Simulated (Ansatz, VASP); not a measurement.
## One calculation of TiO2, two programs

File INCAR:

```
SYSTEM = TiO2
ALGO = Normal
EDIFF = 1E-7
ENCUT = 520
GGA = PE
ISIF = 2
ISMEAR = -1
LASPH = .TRUE.
LCHARG = .FALSE.
LREAL = .FALSE.
LWAVE = .FALSE.
NBANDS = 19
NELM = 60
PREC = Accurate
SIGMA = 0.02
```

File KPOINTS:

```
k-points
0
G
  10 10 10
  0 0 0
```

The input POSCAR:

```
TiO2
1.0
   -0.0405063807      2.3968272579      2.3968272579
    2.3968272579     -0.0405063807      2.3968272579
    2.3563208772      2.3563208772      0.0000000000
Ti O
1 2
Direct
    0.0000000000      0.0000000000      0.0000000000
    0.2518949748      0.2518949748      0.2481050252
    0.7481050252      0.7481050252      0.7518949748
```

Input for Ansatz:

```yaml
crystal:
  lattice:
    - [-0.0405063807, 2.3968272579, 2.3968272579]
    - [2.3968272579, -0.0405063807, 2.3968272579]
    - [2.3563208772, 2.3563208772, 0.0]
  atoms:
    - { symbol: Ti, position: [0.0, 0.0, 0.0] }
    - { symbol: O, position: [0.2518949748, 0.2518949748, 0.2481050252] }
    - { symbol: O, position: [0.7481050252, 0.7481050252, 0.7518949748] }
kpoints:
  mp_grid: { grid: [10, 10, 10] }
  band_path:
    path:
      - [0.0, 0.0, 0.0]
      - [0.5, 0.0, 0.5]
      - [0.625, 0.25, 0.625]
      - [0.375, 0.375, 0.75]
      - [0.5, 0.5, 0.5]
      - [0.5, 0.25, 0.75]
    npoints: 1
hamiltonian:
  xc: pbe
scf:
  occupations: { method: fermi_dirac, width: 0.02 }
  n_extra_bands: 4
output:
  forces: true
  stress: true
  eigenvalues: true
```

Change from the starting cell: shear_xy strain -3.4%.

Alike in both runs: task single point; functional PBE; k mesh 10 × 10 × 10; occupations fermi-dirac, width 0.02 eV; no spin polarisation.

|  | VASP | Ansatz |
| --- | --- | --- |
| version | VASP 6.6.1 | Ansatz 0.2.0 |
| potentials or method | VASP PAW PBE potentials, release 64 (Ti_sv, O) | plane waves, PAW |
| plane-wave cutoff (eV) | 520 | 420 |
| valence electrons in the cell | 24 | 24 |

```csv
,VASP,Ansatz,Ansatz less VASP
gap on the k mesh at the Fermi level (eV),1.13,1.15,+0.018
pressure (GPa),6.9,6.1,-0.86
"traceless stress, the component that is largest in VASP (GPa)",1.23,1.16,-0.075
rms of the force components (eV/Å),0.014,0.010,-0.0040
```

Atom by atom the forces differ by 0.004 eV/Å (rms over components). With one functional, cell and mesh, what is left measures potentials, basis and numerics.
